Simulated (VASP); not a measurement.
CrCuTe3, 5 atoms in the cell. The structure is tetragonal, space group P4mm (No. 99). Conventional cell: a = 5.345 Å, b = 5.345 Å, c = 5.294 Å, α = 90.00°, β = 90.00°, γ = 90.00°. Within 3.6 Å of Cr (site symmetry 4mm) lie 4 Te at 2.74 Å. Cu (site symmetry 4mm) has 6 Te at 2.53 to 2.78 Å within 3.3 Å. Te (site symmetry 2mm) has 2 Cr at 2.74 Å and 2 Cu at 2.78 Å and 2 Te at 3.34 Å within 3.6 Å. Within 3.4 Å of Te (site symmetry 4mm) lie 2 Cu at 2.53 to 2.76 Å and 4 Te at 3.34 Å. The cell was built from a structure type or drawn by symmetry, and may not be a known phase.

* Program: VASP 6.6.1
* Task: single point
* Functional: PBE
* Potentials or basis: VASP PAW PBE potentials, release 64 (Cr_pv, Cu, Te)
* Cutoff: 520 eV
* k mesh: 4 × 4 × 4
* Occupations: gaussian, width 0.1 eV
* Spin: collinear spin, ferromagnetic start
* Starting moments: [3.0, 0.0, 0.0, 0.0, 0.0] μB
* Dipole correction: no
* Further INCAR settings: ALGO = Normal; EDIFF = 1e-07; NBANDS = 32

Potentials or basis: VASP PAW PBE potentials, release 64 (Cr_pv, Cu, Te).

Run with:

```console
$ cat potpaw_PBE.64/Cr_pv/POTCAR potpaw_PBE.64/Cu/POTCAR potpaw_PBE.64/Te/POTCAR > POTCAR
$ mpirun -np 1 vasp_std > vasp.out
```

Hardware: 1 thread of Intel(R) Xeon(R) Platinum 8375C CPU @ 2.90GHz (Ice Lake) (shared host).

Q: How long does it take, and how much memory?

A: Wall time 3 min on 1 thread of Intel(R) Xeon(R) Platinum 8375C CPU @ 2.90GHz (Ice Lake), with other jobs on the host, peak memory 0.37 GiB. Counts: scf iterations 22, k points 18.
